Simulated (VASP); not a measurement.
# Ge (R-3) in VASP: a series of runs, part 2 of 2

VASP 6.6.1. Earlier steps stand in the parts before.

## Step 3: Single point, PBE

This run uses another cell than the first one, of 23.16 Å³/atom.

INCAR reads:

```
SYSTEM = Ge
ALGO = Normal ; EDIFF = 1E-6
ENCUT = 520 ; GGA = PE
ISIF = 2 ; ISMEAR = 0
LASPH = .TRUE. ; LCHARG = .TRUE.
LELF = .TRUE. ; LREAL = .FALSE.
LVHAR = .TRUE. ; LWAVE = .FALSE.
NBANDS = 58 ; NELM = 60
PREC = Accurate ; SIGMA = 0.1
```

KPOINTS reads:

```
k-points
0
G
  3 3 3
  0 0 0
```

POSCAR reads:

```
Ge
1.0
    3.6037446668      2.0806229534      3.6030163025
   -3.6037446668      2.0806229534      3.6030163025
    0.0000000000     -4.1612459069      3.6030163025
Ge
7
Direct
    0.4656099135      0.1170390597      0.7851831498
    0.7851831498      0.4656099135      0.1170390597
    0.1170390597      0.7851831498      0.4656099135
    0.5343900865      0.8829609403      0.2148168502
    0.2148168502      0.5343900865      0.8829609403
    0.8829609403      0.2148168502      0.5343900865
    0.0000000000      0.0000000000      0.0000000000
```

Potentials or basis: VASP PAW PBE potentials, release 64 (Ge_d).

The run is started by

```
$ cat potpaw_PBE.64/Ge_d/POTCAR > POTCAR
$ mpirun -np 1 vasp_std > vasp.out
```

OUTCAR:

```text
SYSTEM = Ge
   EDIFF = 1E-6
   ENCUT = 520
   GGA = PE
   ISIF = 2
   ISMEAR = 0
   LASPH = .TRUE.
   LREAL = .FALSE.
   NELM = 60
   PREC = Accurate

 ion  position               nearest neighbor table
   1  0.466  0.117  0.785-   4 2.58   6 2.59   5 2.59   7 2.79
   2  0.785  0.466  0.117-   5 2.58   6 2.59   4 2.59   7 2.79
   3  0.117  0.785  0.466-   6 2.58   4 2.59   5 2.59   7 2.79
   4  0.534  0.883  0.215-   1 2.58   3 2.59   2 2.59   7 2.79
   5  0.215  0.534  0.883-   2 2.58   3 2.59   1 2.59   7 2.79
   6  0.883  0.215  0.534-   3 2.58   1 2.59   2 2.59   7 2.79
   7  0.000  0.000  0.000-   1 2.79   4 2.79   3 2.79   6 2.79   5 2.79   2 2.79

  LATTYP: Found a trigonal (rhomboedric) cell.
 ALAT       =     5.5043341081
 COS(alpha) =     0.1427086408

  Lattice vectors:

 A1 = (   3.6037446668,   2.0806229534,   3.6030163025)
 A2 = (  -3.6037446668,   2.0806229534,   3.6030163025)
 A3 = (   0.0000000000,  -4.1612459069,   3.6030163025)

Analysis of symmetry for initial positions (statically):
=====================================================================
[... 168 lines left out ...]
 fundamental gap:      0.2559475738
 Fermi energy:         4.8475666691

 k-point     1 :       0.0000    0.0000    0.0000
  band No.  band energies     occupation
      1     -20.1290      2.00000
      2     -20.1290      2.00000
      3     -20.0929      2.00000
      4     -20.0929      2.00000
      5     -20.0922      2.00000
      6     -20.0137      2.00000
[... 355 lines left out ...]
     57       8.4336      0.00000
     58       8.9856      0.00000

------------------------ aborting loop because EDIFF is reached ----------------------------------------

  FORCE on cell =-STRESS in cart. coord.  units (eV):
  Direction    XX          YY          ZZ          XY          YZ          ZX
  --------------------------------------------------------------------------------------
  -------------------------------------------------------------------------------------
  Total        0.2763798      0.2763798      0.0083533     -0.0000008     -0.0000000     -0.0000000
  in kB        2.7318197      2.7318197      0.0825668     -0.0000080     -0.0000000     -0.0000000
  external PRESSURE =       1.8487354 kB  Pullay stress =       0.0000000 kB

 VOLUME and BASIS-vectors are now :
 -----------------------------------------------------------------------------
  energy-cutoff  :      520.00
  volume of cell :      162.09
      direct lattice vectors                 reciprocal lattice vectors
     3.603744667  2.080622953  3.603016302     0.138744569  0.080104214  0.092515078
    -3.603744667  2.080622953  3.603016302    -0.138744569  0.080104214  0.092515078
     0.000000000 -4.161245907  3.603016302     0.000000000 -0.160208428  0.092515078

 POSITION                                       TOTAL-FORCE (eV/Angst)
 -----------------------------------------------------------------------------------
      1.25616     -2.05507      4.92832         0.001355     -0.007042     -0.003086
      1.15166      2.11540      4.92832         0.005421      0.004695     -0.003086
     -2.40782     -0.06033      4.92832        -0.006777      0.002347     -0.003086
     -1.25616      2.05507      5.88073        -0.001355      0.007042      0.003086
     -1.15166     -2.11540      5.88073        -0.005421     -0.004695      0.003086
      2.40782      0.06033      5.88073         0.006777     -0.002347      0.003086
      0.00000      0.00000      0.00000         0.000000     -0.000000     -0.000000
 -----------------------------------------------------------------------------------
    total drift:                                0.000000      0.000000     -0.000000

  FREE ENERGIE OF THE ION-ELECTRON SYSTEM (eV)
  ---------------------------------------------------
  free  energy   TOTEN  =       -29.1894287841 eV

  energy  without entropy=      -29.1808757741  energy(sigma->0) =      -29.18515228
```

It took 35 s on 1 thread of AMD EPYC 9R45 (Zen 5), shared host; peak memory 0.23 GiB.

What came out:

- Free energy: -29.1894 eV
- Pressure: 0.2 GPa
- Largest force: 0.008 eV/Å
- Band gap on the k mesh: zero (bands 49 and 50 overlap by 1.55 eV)

Forces on the atoms (eV/Å):
```
Ge   0.001 -0.007 -0.003
Ge   0.005  0.005 -0.003
Ge  -0.007  0.002 -0.003
Ge  -0.001  0.007  0.003
Ge  -0.005 -0.005  0.003
Ge   0.007 -0.002  0.003
Ge   0.000  0.000  0.000
```

Caveat: the k points lie up to 0.39 Å⁻¹ apart, too coarse for converged energies and pressures of a metal.

## Step 4: Relaxation of cell and atoms, PBE

INCAR reads:

```
SYSTEM = Ge
PREC = Accurate
ENCUT = 600
EDIFF = 1E-6
ISMEAR = 0
SIGMA = 0.1
LREAL = .FALSE.
LASPH = .TRUE.
NELM = 60
ALGO = Normal
ISIF = 3
LWAVE = .FALSE.
LCHARG = .FALSE.
GGA = PE
IBRION = 2
NSW = 90
EDIFFG = -0.04
```

KPOINTS reads:

```
Automatic mesh
0
G
  3 3 3
  0 0 0
```

POSCAR reads:

```
Ge
1.0
    3.1765562000      1.8339855800      4.0125154700
   -3.1765562000      1.8339855800      4.0125154700
    0.0000000000     -3.6679711600      4.0125154700
Ge
7
Direct
    0.4157399000      0.1401304800      0.8131323700
    0.8131323700      0.4157399000      0.1401304800
    0.1401304800      0.8131323700      0.4157399000
    0.5842601000      0.8598695200      0.1868676300
    0.1868676300      0.5842601000      0.8598695200
    0.8598695200      0.1868676300      0.5842601000
    0.0000000000      0.0000000000      0.0000000000
```

The run is started by

```
$ cat potpaw_PBE.64/Ge_d/POTCAR > POTCAR
$ mpirun -np 1 vasp_std > vasp.out
```

Run time: 14 min. Hardware: 1 thread of AMD EPYC 9R45 (Zen 5), shared host; peak memory 0.31 GiB.

It converged, with:

- Free energy: -29.1812 eV
- Relaxed volume: 23.34 Å³/atom
- Relaxed cell: a = 5.514 Å, b = 5.514 Å, c = 5.514 Å, α = 82.20°, β = 82.20°, γ = 82.20°
- Space group after relaxing (to 0.1 Å): R-3 (No. 148)
- Energy gained by relaxing: 326.3 meV/atom
- Ionic steps: 28
- Pressure after relaxing: -0.1 GPa
- Largest force after relaxing: 0.032 eV/Å
- Band gap on the k mesh: zero (bands 49 and 50 overlap by 1.60 eV)

Forces on the atoms (eV/Å):
```
Ge  -0.003  0.031 -0.008
Ge  -0.025 -0.018 -0.008
Ge   0.029 -0.013 -0.008
Ge   0.003 -0.031  0.008
Ge   0.025  0.018  0.008
Ge  -0.029  0.013  0.008
Ge   0.000  0.000  0.000
```

Stress tensor (GPa, compression positive):
```
-0.19  0.00  0.00
 0.00 -0.19  0.00
 0.00  0.00 -0.06
```

The path:
| step | energy change (eV) | largest force (eV/Å) | pressure (GPa) | volume (Å³) |
| --- | --- | --- | --- | --- |
| 1 | 0.0000 | 1.4359 | 18.51 | 140.26 |
| 2 | -1.4808 | 0.6917 | -4.51 | 192.63 |
| 3 | -1.7862 | 0.5852 | -0.18 | 173.36 |
| 4 | -1.7860 | 0.5861 | -0.41 | 174.07 |
| 5 | -1.8708 | 0.4667 | -0.27 | 174.04 |
| 6 | -2.0327 | 0.2631 | 0.44 | 173.93 |
| 7 | -2.0454 | 0.2998 | 0.82 | 173.88 |
| 8 | -2.0833 | 0.1552 | -0.71 | 178.81 |
| 9 | -2.0847 | 0.1565 | -0.53 | 178.03 |
| 10 | -2.1103 | 0.1638 | -0.35 | 175.52 |
| 11 | -2.1531 | 0.3215 | 0.87 | 167.99 |
| 12 | -2.1661 | 0.2872 | 0.78 | 167.73 |
| 13 | -2.2000 | 0.1977 | 0.54 | 166.91 |
| 14 | -2.2476 | 0.1543 | 0.12 | 165.11 |
| 15 | -2.2388 | 0.1938 | -0.40 | 160.78 |
| 16 | -2.2598 | 0.1725 | -0.24 | 162.91 |
| 17 | -2.2603 | 0.1516 | 0.07 | 164.11 |
| 18 | -2.2617 | 0.1593 | -0.08 | 163.62 |
| 19 | -2.2673 | 0.1347 | -0.03 | 163.19 |
| 20 | -2.2720 | 0.1077 | -0.02 | 162.68 |
| 21 | -2.2754 | 0.0608 | 0.18 | 161.62 |
| 22 | -2.2754 | 0.0686 | 0.04 | 161.78 |
| 23 | -2.2754 | 0.0637 | 0.03 | 161.70 |
| 24 | -2.2776 | 0.0517 | 0.09 | 161.89 |
| 25 | -2.2816 | 0.0455 | 0.06 | 162.40 |
| 26 | -2.2788 | 0.1433 | 0.22 | 163.38 |
| 27 | -2.2823 | 0.0689 | 0.09 | 162.72 |
| 28 | -2.2839 | 0.0323 | -0.15 | 163.35 |

Final structure:
```
CELL_PARAMETERS angstrom
3.62461 2.09267 3.58929
-3.62461 2.09267 3.58929
0.00000 -4.18534 3.58929
ATOMIC_POSITIONS crystal
Ge 0.46327 0.11895 0.78800
Ge 0.78800 0.46327 0.11895
Ge 0.11895 0.78800 0.46327
Ge 0.53673 0.88105 0.21200
Ge 0.21200 0.53673 0.88105
Ge 0.88105 0.21200 0.53673
Ge 0.00000 0.00000 0.00000
```

Levels at points of the mesh, in eV from the Fermi level:
```csv
k point,band 47,band 48,band 49,band 50,band 51,band 52
"(0.00, 0.00, 0.00)",-1.98,-1.98,-1.39,-1.39,0.74,1.17
```

Caveat: the k points lie up to 0.39 Å⁻¹ apart in the final cell, too coarse for converged energies and pressures of a metal; the volume moved by over 15 % at a fixed basis, so the end points are rough.

## Step 5: Single point, PBE

This run uses another cell than the first one, of 21.93 Å³/atom.

INCAR reads:

```
SYSTEM = Ge
PREC = Accurate ; ENCUT = 520
EDIFF = 1E-6 ; ISMEAR = 0
SIGMA = 0.1 ; LREAL = .FALSE.
LASPH = .TRUE. ; NELM = 60
ALGO = Normal ; ISIF = 2
LWAVE = .FALSE. ; LCHARG = .TRUE.
GGA = PE ; LELF = .TRUE.
LVHAR = .TRUE. ; NBANDS = 58
```

KPOINTS reads:

```
Automatic mesh
0
G
  6 6 6
  0 0 0
```

POSCAR reads:

```
Ge
1.0
    3.6100350809      2.0842547257      3.3997210951
   -3.6100350809      2.0842547257      3.3997210951
    0.0000000000     -4.1685094515      3.3997210951
Ge
7
Direct
    0.4705139260      0.0999625823      0.7598974733
    0.7598974733      0.4705139260      0.0999625823
    0.0999625823      0.7598974733      0.4705139260
    0.5294860740      0.9000374177      0.2401025267
    0.2401025267      0.5294860740      0.9000374177
    0.9000374177      0.2401025267      0.5294860740
    0.0000000000      0.0000000000      0.0000000000
```

The run is started by

```
$ cat potpaw_PBE.64/Ge_d/POTCAR > POTCAR
$ mpirun -np 1 vasp_std > vasp.out
```

Run time: 2.4 min. Hardware: 1 thread of AMD EPYC 9R45 (Zen 5), shared host; peak memory 0.35 GiB.

It converged, with:

```
Free energy            : -29.0162 eV
Pressure               : 0.0 GPa
Largest force          : 0.006 eV/Å
Band gap on the k mesh : zero (bands 49 and 50 overlap by 1.98 eV)
```

Forces in eV/Å, atoms in the order of the input:
```
Ge   0.001  0.004 -0.004
Ge  -0.004 -0.001 -0.004
Ge   0.003 -0.003 -0.004
Ge  -0.001 -0.004  0.004
Ge   0.004  0.001  0.004
Ge  -0.003  0.003  0.004
Ge   0.000  0.000  0.000
```

Levels at points of the mesh, in eV from the Fermi level:
```csv
k point,band 45,band 46,band 47,band 48,band 49,band 50,band 51,band 52,band 53,band 54
"(0.00, 0.00, 0.00)",-3.08,-2.44,-2.44,-1.53,-1.29,-1.29,0.81,0.83,0.83,1.01
"(0.50, 0.00, 0.00)",-2.79,-2.22,-1.95,-0.98,-0.34,0.22,0.65,1.12,1.69,1.89
"(0.50, 0.50, 0.00)",-3.03,-2.29,-1.56,-0.47,0.16,0.64,1.00,1.50,2.38,2.47
"(0.50, 0.50, 0.50)",-0.54,-0.15,0.10,0.10,0.58,0.58,0.79,1.40,2.13,2.62
```

## Step 6: The runs side by side

| task | cell | k mesh | cutoff (eV) | gap on the mesh (eV) | pressure (GPa) | largest force (eV/Å) |
| --- | --- | --- | --- | --- | --- | --- |
| single point | a = 5.436 Å, angles 71.5°, 7 atoms, atomic positions A | 3 × 3 × 3 | 520 | none | 18.5 | 1.44 |
| single point | a = 5.504 Å, angles 81.8°, 7 atoms, atomic positions B | 3 × 3 × 3 | 520 | none | 0.2 | 0.01 |
| relaxation of cell and atoms | relaxed from a = 5.436 Å, angles 71.5°, 7 atoms, atomic positions A | 3 × 3 × 3 | 600 | none | -0.1 | 0.03 |
| single point | a = 5.379 Å, angles 84.3°, 7 atoms, atomic positions C | 6 × 6 × 6 | 520 | none | 0.0 | 0.01 |

Alike in all rows: level PBE; potentials or basis VASP PAW PBE potentials, release 64 (Ge_d); no spin polarisation; smearing gaussian 0.1 eV.

Caveats: some runs use coarse meshes; forces of over 1 eV/Å act on the atoms, so gaps and moduli don't describe the material at rest (at least some runs); the volume moved by over 15 % at a fixed basis, so the end points are rough (at least some runs).

Total energies depend on the potentials used, so only differences within one code and one set of settings carry meaning.

The gap in the log of VASP goes by the Fermi energy; the results here count the filled bands.